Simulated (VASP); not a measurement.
# Re (P6_3/mmc) in VASP: a series of runs

The runs below take Re through single point, with PBE.

Program: VASP 6.6.1. These are calculated values, not measurements. Logs are shortened: lines on timing, memory, paths and dates and some standing lists are left out, and cuts for length are marked.

**1. The cell of the first run**

It takes space group P6_3/mmc (No. 194, hexagonal). The conventional cell has a = 2.777 Å, b = 2.777 Å, c = 4.479 Å, α = 90.00°, β = 90.00°, γ = 120.00°. Re (site symmetry -6m2) has 12 Re at 2.75 to 2.78 Å within 3.6 Å.

**2. Single point, PBE**

Contents of INCAR:

```
SYSTEM = Re
PREC = Accurate
ENCUT = 520
EDIFF = 1E-6
ISMEAR = -1
SIGMA = 0.03
LREAL = .FALSE.
LASPH = .TRUE.
NELM = 60
ALGO = Normal
ISIF = 2
LWAVE = .FALSE.
LCHARG = .TRUE.
GGA = PE
LELF = .TRUE.
LVHAR = .TRUE.
NBANDS = 14
```

Contents of KPOINTS:

```
Automatic mesh
0
G
  13 13 7
  0 0 0
```

Contents of POSCAR:

```
Re
1.0
    2.7768706464      0.0000000000      0.0000000000
   -1.3884353232      2.4048405228      0.0000000000
    0.0000000000      0.0000000000      4.4788142384
Re
2
Direct
    0.3333333333      0.6666666667      0.2500000000
    0.6666666667      0.3333333333      0.7500000000
```

Potentials or basis: VASP PAW PBE potentials, release 64 (Re).

Command:

```
> cat potpaw_PBE.64/Re/POTCAR > POTCAR
> mpirun -np 1 vasp_std > vasp.out
```

OUTCAR:

```text
SYSTEM = Re
   PREC = Accurate
   ENCUT = 520
   EDIFF = 1E-6
   ISMEAR = -1
   LREAL = .FALSE.
   LASPH = .TRUE.
   NELM = 60
   ISIF = 2
   GGA = PE

 ion  position               nearest neighbor table
   1  0.333  0.667  0.250-   2 2.75   2 2.75   2 2.75   2 2.75   2 2.75   2 2.75
   2  0.667  0.333  0.750-   1 2.75   1 2.75   1 2.75   1 2.75   1 2.75   1 2.75

  LATTYP: Found a hexagonal cell.
 ALAT       =     2.7768706464
 C/A-ratio  =     1.6128998462

  Lattice vectors:

 A1 = (   2.7768706464,   0.0000000000,   0.0000000000)
 A2 = (  -1.3884353232,   2.4048405228,   0.0000000000)
 A3 = (   0.0000000000,   0.0000000000,   4.4788142384)

Analysis of symmetry for initial positions (statically):
=====================================================================
 Subroutine PRICEL returns:
 Original cell was already a primitive cell.

 Routine SETGRP: Setting up the symmetry group for a
 hexagonal supercell.

 Subroutine GETGRP returns: Found 24 space group operations
 (whereof 12 operations were pure point group operations)
 out of a pool of 24 trial point group operations.

The static configuration has the point symmetry D_3d.
 The point group associated with its full space group is D_6h.

Analysis of symmetry for dynamics (positions and initial velocities):
=====================================================================
 Subroutine PRICEL returns:
 Original cell was already a primitive cell.

 Routine SETGRP: Setting up the symmetry group for a
 hexagonal supercell.

 Subroutine GETGRP returns: Found 24 space group operations
 (whereof 12 operations were pure point group operations)
 out of a pool of 24 trial point group operations.

The dynamic configuration has the point symmetry D_3d.
 The point group associated with its full space group is D_6h.

 Subroutine INISYM returns: Found 24 space group operations
 (whereof 12 operations are pure point group operations),
 and found     1 'primitive' translations

----------------------------------------------------------------------------------------

                                     Primitive cell

  volume of cell :      29.9092

  direct lattice vectors                    reciprocal lattice vectors
     2.776870646  0.000000000  0.000000000     0.360117603  0.207913995  0.000000000
    -1.388435323  2.404840523  0.000000000     0.000000000  0.415827990  0.000000000
     0.000000000  0.000000000  4.478814238     0.000000000  0.000000000  0.223273381

  length of vectors
     2.776870646  2.776870646  4.478814238     0.415827990  0.415827990  0.223273381

  position of ions in fractional coordinates (direct lattice)
     0.333333333  0.666666667  0.250000000
     0.666666667  0.333333333  0.750000000

  ion indices of the primitive-cell ions
   primitive index   ion index
                 1           1
                 2           2

----------------------------------------------------------------------------------------

 KPOINTS: Automatic mesh

Automatic generation of k-mesh.
 Grid dimensions read from file:
 generate k-points for:   13   13    7

 Generating k-lattice:

  Cartesian coordinates                     Fractional coordinates (reciprocal lattice)
     0.027701354  0.015993384  0.000000000     0.076923077  0.000000000  0.000000000
     0.000000000  0.031986768  0.000000000     0.000000000  0.076923077  0.000000000
     0.000000000  0.000000000  0.031896197     0.000000000  0.000000000  0.142857143

  Length of vectors
     0.031986768  0.031986768  0.031896197

  Shift w.r.t. Gamma in fractional coordinates (k-lattice)
     0.000000000  0.000000000  0.000000000

 Subroutine IBZKPT returns following result:
 ===========================================

 Found     84 irreducible k-points:

 Following reciprocal coordinates:
            Coordinates               Weight
  0.000000  0.000000  0.000000      1.000000
  0.076923  0.000000  0.000000      6.000000
  0.153846  0.000000  0.000000      6.000000
  0.230769  0.000000  0.000000      6.000000
  0.307692  0.000000  0.000000      6.000000
  0.384615  0.000000  0.000000      6.000000
[... 16 lines left out ...]
  0.076923  0.000000  0.142857     12.000000
  0.153846  0.000000  0.142857     12.000000
 [... further k-points ...]
   k-points           NKPTS =     84   k-points in BZ     NKDIM =     84   number of bands    NBANDS=     14
   number of dos      NEDOS =    301   number of ions     NIONS =      2
   total plane-waves  NPLWV =  20736
   dimension x,y,z NGX =    24 NGY =   24 NGZ =   36
   dimension x,y,z NGXF=    48 NGYF=   48 NGZF=   72
   ions per type =               2
   NGX,Y,Z   is equivalent  to a cutoff of  14.37, 14.37, 13.36 a.u.
   NGXF,Y,Z  is equivalent  to a cutoff of  28.74, 28.74, 26.73 a.u.
 SYSTEM =  Re
   PREC   = accura    normal or accurate (medium, high low for compatibility)
   ISTART =      0    job   : 0-new  1-cont  2-samecut
   ICHARG =      2    charge: 1-file 2-atom 10-const
   ISPIN  =      1    spin polarized calculation?
   LNONCOLLINEAR =      F non collinear calculations
   LSORBIT =      F    spin-orbit coupling
   LASPH  =      T    aspherical Exc in radial PAW
   ENCUT  =  520.0 eV  38.22 Ry    6.18 a.u.   5.16  5.16  8.33*2*pi/ulx,y,z
   NELM   =     60;   NELMIN=  2; NELMDL= -5     # of ELM steps
   EDIFF  = 0.1E-05   stopping-criterion for ELM
   LREAL  =      F    real-space projection
   EDIFFG = 0.1E-04   stopping-criterion for IOM
   NSW    =      0    number of steps for IOM
   IBRION =     -1    ionic relax: 0-MD 1-quasi-New 2-CG
   NFREE  =      0    steps in history (QN), initial steepest desc. (CG)
   ISIF   =      2    stress and relaxation
   ISYM   =      2    0-nonsym 1-usesym 2-fastsym
   POTIM  = 0.5000    time-step for ionic-motion
   TEBEG  =    0.0;   TEEND  =   0.0 temperature during run
   PSTRESS=    0.0 pullay stress
   NELECT =      14.0000    total number of electrons
   NUPDOWN=      -1.0000    fix difference up-down
   EMIN   =  10.00;   EMAX   =-10.00  energy-range for DOS
   EFERMI =   0.00;   METHOD = LEGACY
   ISMEAR =    -1;   SIGMA  =   0.03  broadening in eV -4-tet -1-fermi 0-gaus
   EFERMI_NEDOS =   21; number of points for ismear=-14 and -15
   IALGO  =     38    algorithm
   IMIX   =      4    mixing-type and parameters
     AMIX     =   0.40;   BMIX     =  1.00
     AMIX_MAG =   1.60;   BMIX_MAG =  1.00
  volume/ion in A,a.u.               =      14.95       100.92
  Fermi-wavevector in a.u.,A,eV,Ry     =   1.271108  2.402046 21.983151  1.615716
  Thomas-Fermi vector in A             =   2.404059
   LORBIT       =      0    0 simple, 1 ext, 2 COOP (PROOUT), +10 PAW based schemes
   GGA     = PE    functional components
   LHFCALC =     F    Hartree Fock is set to
   AEXX    =    0.0000 exact exchange contribution
   IVDW    =     0    specifies the selected vdW correction
   LEPSILON=     F    determine dielectric tensor
   LRPA    =     F    only Hartree local field effects (RPA)
 non-spin polarized calculation
  energy-cutoff  :      520.00
  volume of cell :       29.91
 maximum number of plane-waves:       821
 NGX is ok and might be reduce to    24
   NGX = 11   NGY = 11   NGZ = 17

 number of electron      14.0000000 magnetization

 Free energy of the ion-electron system (eV)
  ---------------------------------------------------
  ext. energy  EPLUGINS =         0.00000000
  ---------------------------------------------------
  free energy    TOTEN  =       -24.85306596 eV

  energy without entropy =      -24.84790906  energy(sigma->0) =      -24.85048751

 E-fermi :   7.6548     XC(G=0): -13.6400

 val. band max:        7.6306691970   @ k =   0.1538   0.0769   0.2857
 cond. band min:       7.6829656058   @ k =   0.3846   0.1538   0.2857
 fundamental gap:      0.0522964088
 Fermi energy:         7.6548488464

 k-point     1 :       0.0000    0.0000    0.0000
  band No.  band energies     occupation
      1      -2.0688      2.00000
      2       1.1837      2.00000
      3       6.1480      2.00000
      4       6.1480      2.00000
      5       6.1656      2.00000
      6       6.9663      2.00000
      7       6.9663      2.00000
      8       7.8656      0.00178
      9       7.8656      0.00178
     10       8.2853      0.00000
     11      10.9790      0.00000
     12      10.9790      0.00000
     13      17.5050      0.00000
     14      21.8021      0.00000

 k-point     2 :       0.0769    0.0000    0.0000
  band No.  band energies     occupation
      1      -1.8318      2.00000
      2       1.4053      2.00000
      3       5.6384      2.00000
      4       6.3646      2.00000
      5       6.5925      2.00000
      6       6.8101      2.00000
      7       7.1706      2.00000
      8       7.3078      1.99998
      9       7.6862      0.52035
     10       7.8708      0.00149
     11      11.0992      0.00000
     12      11.9702      0.00000
     13      17.4883      0.00000
     14      22.3218      0.00000

 k-point     3 :       0.1538    0.0000    0.0000
  band No.  band energies     occupation
      1      -1.1596      2.00000
      2       1.9811      2.00000
      3       5.0499      2.00000
      4       5.9548      2.00000
      5       6.3501      2.00000
      6       6.9999      2.00000
      7       7.2043      2.00000
      8       7.2581      2.00000
      9       7.5426      1.95369
     10       7.7662      0.04763
     11      11.3606      0.00000
     12      13.7470      0.00000
     13      17.3617      0.00000
     14      23.5663      0.00000
[... 324 lines left out ...]
 k-point    23 :       0.0769    0.0000    0.1429
  band No.  band energies     occupation
      1      -1.5985      2.00000
      2       1.4179      2.00000
      3       5.6324      2.00000
      4       6.2275      2.00000
      5       6.2534      2.00000
      6       6.4065      2.00000
      7       7.0094      2.00000
      8       7.3266      1.99996
      9       8.0608      0.00000
     10       8.1023      0.00000
     11      11.0935      0.00000
     12      11.6951      0.00000
     13      18.4907      0.00000
     14      21.8736      0.00000

 k-point    24 :       0.1538    0.0000    0.1429
  band No.  band energies     occupation
      1      -0.9436      2.00000
      2       2.0152      2.00000
      3       5.0980      2.00000
      4       5.4237      2.00000
      5       6.2096      2.00000
      6       6.6921      2.00000
      7       6.9927      2.00000
      8       7.4931      1.99094
      9       7.9208      0.00028
     10       8.0724      0.00000
     11      11.3003      0.00000
     12      13.0582      0.00000
     13      18.4475      0.00000
     14      23.1669      0.00000

 [... further k-points ...]
[... 5 lines left out ...]
  --------------------------------------------------------------------------------------
  -------------------------------------------------------------------------------------
  Total       -0.1319823     -0.1319823     -0.1632704      0.0000000      0.0000000      0.0000000
  in kB       -7.0700280     -7.0700280     -8.7460742      0.0000000      0.0000000      0.0000000
  external PRESSURE =      -7.6287100 kB  Pullay stress =       0.0000000 kB

 VOLUME and BASIS-vectors are now :
 -----------------------------------------------------------------------------
  energy-cutoff  :      520.00
  volume of cell :       29.91
      direct lattice vectors                 reciprocal lattice vectors
     2.776870646  0.000000000  0.000000000     0.360117603  0.207913995  0.000000000
    -1.388435323  2.404840523  0.000000000     0.000000000  0.415827990  0.000000000
     0.000000000  0.000000000  4.478814238     0.000000000  0.000000000  0.223273381

 POSITION                                       TOTAL-FORCE (eV/Angst)
 -----------------------------------------------------------------------------------
     -0.00000      1.60323      1.11970         0.000000      0.000000      0.000000
      1.38844      0.80161      3.35911        -0.000000      0.000000      0.000000
 -----------------------------------------------------------------------------------
    total drift:                               -0.000000      0.000000     -0.000000

  FREE ENERGIE OF THE ION-ELECTRON SYSTEM (eV)
  ---------------------------------------------------
  free  energy   TOTEN  =       -24.8530659639 eV

  energy  without entropy=      -24.8479090579  energy(sigma->0) =      -24.85048751
```

Wall time 25 s (1 thread of Intel Xeon Platinum 8375C at 2.90GHz (Ice Lake), shared host); peak memory 0.17 GiB.

What came out:

```yaml
Free_energy: -24.8531 eV
Pressure: -0.8 GPa
Band_gap_on_the_k_mesh: zero (band 7 reaches 8.84 eV, above the bottom of band 8 at 6.14 eV)
```

Stress tensor (GPa, compression positive):
```
-0.71  0.00  0.00
 0.00 -0.71  0.00
 0.00  0.00 -0.87
```

Caveat: spin-orbit coupling is left out, which moves the levels of the heavy elements.

**3. Single point, PBE**

Contents of INCAR:

```
PREC = Accurate ; ENCUT = 520
EDIFF = 1E-7 ; ISMEAR = -1
SIGMA = 0.2 ; LREAL = False
LASPH = True ; NELM = 60
ALGO = Normal ; ISIF = 2
LWAVE = False ; LCHARG = False
GGA = PE ; NBANDS = 14
```

Contents of KPOINTS:

```
regular mesh
0
Gamma
  13 13 7
```

POSCAR is that of step 2.

Potentials or basis: VASP PAW PBE potentials, release 64 (Re).

Command:

```
> cat potpaw_PBE.64/Re/POTCAR > POTCAR
> mpirun -np 1 vasp_std > vasp.out
```

Wall time 34 s (1 thread of Intel Xeon Platinum 8375C at 2.90GHz (Ice Lake), shared host); peak memory 0.17 GiB.

The run converged. Its results:

```yaml
Free_energy: -24.9624 eV
Pressure: 0.1 GPa
Band_gap_on_the_k_mesh: zero (band 7 reaches 8.84 eV, above the bottom of band 8 at 6.14 eV)
```

Stress tensor (GPa, compression positive):
```
 0.40  0.00  0.00
 0.00  0.40  0.00
 0.00  0.00 -0.48
```

Levels at points of the mesh, in eV from the Fermi level:
```tsv
k point	band 5	band 6	band 7	band 8	band 9	band 10
(0.00, 0.00, 0.00)	-1.55	-0.76	-0.76	0.15	0.15	0.57
```

Caveat: spin-orbit coupling is left out, which moves the levels of the heavy elements.
